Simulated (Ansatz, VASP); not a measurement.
W6Cl: VASP beside Ansatz

```xyz
7
Lattice="3.1419 1.8140 4.4622 -3.1419 1.8140 4.4622 0.0000 -3.6280 4.4622" Properties=species:S:1:pos:R:3 pbc="T T T"
W     1.8573   -1.1394    5.5627
W     0.0581    2.1782    5.5627
W    -1.9154   -1.0388    5.5627
W    -1.8573    1.1394    7.8240
W    -0.0581   -2.1782    7.8240
W     1.9154    1.0388    7.8240
Cl    0.0000    0.0000    0.0000
```

Alike in both runs: task relaxation of cell and atoms; functional PBE; k mesh 3 × 3 × 3; occupations gaussian, width 0.2 eV; no spin polarisation.

```csv
,VASP,Ansatz
version,VASP 6.6.1,Ansatz 0.2.0
potentials or method,"VASP PAW PBE potentials, release 64 (W_sv, Cl), cutoff 600 eV","scalar-relativistic, plane waves, PAW"
valence electrons in the cell,91,91
```

```csv
,VASP,Ansatz,Ansatz less VASP
"gap on the k mesh at the Fermi level, each at its own relaxed structure (eV)",none,none,-
relaxed volume (Å³/atom),16.40,16.35,-0.051
relaxed cell length with the largest relative difference (Å),5.526,5.518,-0.0083
```

A gap of «none» marks a metal or a gap that the smearing closes.

The k mesh is coarse, so the values compare programs but aren't converged. Neither program's run includes spin-orbit coupling. Noted on VASP's run: the volume moved by over 15 % at a fixed basis, so the end points are rough.
